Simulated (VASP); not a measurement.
A run of VASP 6.6.1:

Contents of POSCAR:

```
MgS
1.0
    0.0000000000      2.6015177399      2.6015177399
    2.6015177399      0.0000000000      2.6015177399
    2.6015177399      2.6015177399      0.0000000000
Mg S
1 1
Direct
    0.0000000000      0.0000000000      0.0000000000
    0.5000000000      0.5000000000      0.5000000000
```

INCAR.step1

```
PREC = Accurate ; ENCUT = 520
ISMEAR = -1 ; SIGMA = 0.02
LREAL = F ; LASPH = T
NELM = 100 ; NBANDS = 11
GGA = PE ; ALGO = Normal
EDIFF = 1E-4 ; LWAVE = T
LCHARG = F
```

INCAR.step2

```
PREC = Accurate ; ENCUT = 520
EDIFF = 1E-6 ; ISMEAR = -1
SIGMA = 0.02 ; LREAL = F
LASPH = T ; NELM = 100
ALGO = Normal ; ISIF = 2
LWAVE = F ; LCHARG = F
METAGGA = R2SCAN ; LMIXTAU = T
NBANDS = 11 ; ISTART = 1
```

File KPOINTS:

```
regular mesh
0
Gamma
  8 8 8
```

Potentials or basis: VASP PAW PBE potentials, release 64 (Mg, S).

The run is started by

```console
$ cat potpaw_PBE.64/Mg/POTCAR potpaw_PBE.64/S/POTCAR > POTCAR
$ cp INCAR.step1 INCAR
$ mpirun -np 1 vasp_std > vasp.out
$ cp INCAR.step2 INCAR
$ mpirun -np 1 vasp_std > vasp.out
```

Hardware: 1 thread of Intel Xeon 8259CL, on a shared host.

Q: Estimate the wall time of this run.

A: Run time: 110 s on 1 thread of Intel Xeon 8259CL, on a shared host, peak memory 0.17 GiB. Counts: k points 29.
